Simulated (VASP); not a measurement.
Write the native input for VASP 6.6.1 that does the following.

- Task: single point
- Functional: PBE
- Potentials or basis: VASP PAW PBE potentials, release 64 (Ni)
- Cutoff: 520 eV
- k mesh: 24 × 24 × 24
- Occupations: gaussian, width 0.15 eV
- Spin: collinear spin, ferromagnetic start
- Starting moments: [1.0] μB
- Fixed moment: 1 μB
- Dipole correction: no
- Further INCAR settings: ALGO = Normal; EDIFF = 1e-07; NBANDS = 15

The structure of Ni lies in POSCAR:

```
Ni
1.0
    0.0000000000      1.7936504678      1.7936504678
    1.7936504678      0.0000000000      1.7936504678
    1.7936504678      1.7936504678      0.0000000000
Ni
1
Direct
    0.0000000000      0.0000000000      0.0000000000
```

The input as run:

INCAR

```
ALGO = Normal
EDIFF = 1E-7
ENCUT = 520
GGA = PE
ISIF = 2
ISMEAR = 0
ISPIN = 2
LASPH = True
LCHARG = True
LELF = True
LMAXMIX = 4
LORBIT = 11
LREAL = False
LVHAR = True
LWAVE = False
MAGMOM = 1
NBANDS = 15
NELM = 150
NUPDOWN = 1.0
PREC = Accurate
SIGMA = 0.15
```

KPOINTS

```
k-points
0
Gamma
  24 24 24
```

Potentials or basis: VASP PAW PBE potentials, release 64 (Ni).

The run is started by

```bash
$ cat potpaw_PBE.64/Ni/POTCAR > POTCAR
$ mpirun -np 1 vasp_std > vasp.out
```

Results of the run:

```json
{
 "Pressure": "-7.0 GPa",
 "Net moment": "1.00 μB per cell",
 "Site moments": "Ni +1.00 μB",
 "Valence electrons inside the program's atomic spheres": "Ni 9.20"
}
```

Caveat: the total moment is fixed, so each spin has its own Fermi level.

Wall time 2.1 min on 1 thread of Intel(R) Xeon(R) Platinum 8259CL CPU @ 2.50GHz (Skylake/Cascade Lake), on a shared host, peak memory 0.22 GiB.
